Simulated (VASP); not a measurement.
Here is a VASP 6.6.1 calculation.

Contents of INCAR:

```
SYSTEM = SnSe
  PREC = Accurate
  ENCUT = 520
  EDIFF = 1E-7
  ISMEAR = -1
  SIGMA = 0.05
  LREAL = .FALSE.
  LASPH = .TRUE.
  NELM = 100
  ALGO = Normal
  ISIF = 2
  LWAVE = .FALSE.
  LCHARG = .TRUE.
  GGA = PE
  IVDW = 12
  LELF = .TRUE.
  LVHAR = .TRUE.
  NBANDS = 17
```

File KPOINTS:

```
regular mesh
0
G
  8 8 8
  0 0 0
```

POSCAR

```
SnSe
1.0
    0.0000000000      2.9903179929      2.9903179929
    2.9903179929      0.0000000000      2.9903179929
    2.9903179929      2.9903179929      0.0000000000
Sn Se
1 1
Direct
    0.0000000000      0.0000000000      0.0000000000
    0.5000000000      0.5000000000      0.5000000000
```

Potentials or basis: VASP PAW PBE potentials, release 64 (Sn_d, Se).

The run is started by

```bash
$ cat potpaw_PBE.64/Sn_d/POTCAR potpaw_PBE.64/Se/POTCAR > POTCAR
$ mpirun -np 1 vasp_std > vasp.out
```

Problem. What does it give for the pressure?

Solution. -0.2 GPa.

Problem. What does it give for the dispersion energy per atom?

Solution. -0.361 eV.

Problem. Predict the band gap on the k mesh.

Solution. 0.67 eV, direct.

Caveat: three body term missing; spin-orbit coupling is left out, which moves the levels of the heavy elements. A k mesh can miss the band edges.
